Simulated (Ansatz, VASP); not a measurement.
TaN in VASP and in Ansatz

```
Ta N
1.0
     0.00000    2.14747    2.14747
     2.14747    0.00000    2.14747
     2.14747    2.14747    0.00000
Ta N
1 1
Direct
  0.50000 0.50000 0.50000
  0.00000 0.00000 0.00000
```

Alike in both runs: task single point; functional LDA; k mesh 16 × 16 × 16; occupations gaussian, width 0.1 eV; no spin polarisation.

|  | VASP | Ansatz |
| --- | --- | --- |
| version | VASP 6.6.1 | Ansatz 0.2.0 |
| potentials or method | VASP PAW LDA potentials, release 64 (Ta_sv_GW, N), cutoff 700 eV | scalar-relativistic, plane waves, PAW |
| valence electrons in the cell | 18 | 18 |

VASP gave:

* gap on the k mesh at the Fermi level (eV): none
* pressure (GPa): 16.5

Question: Estimate Ansatz's values.

Answer: gap on the k mesh at the Fermi level (eV): none; pressure (GPa): 15.2.

LDA's correlation is that of Perdew and Zunger in VASP and of Perdew and Wang (1992) in Ansatz. A gap of «none» marks a metal or a gap that the smearing closes.

Spin-orbit coupling is off throughout.
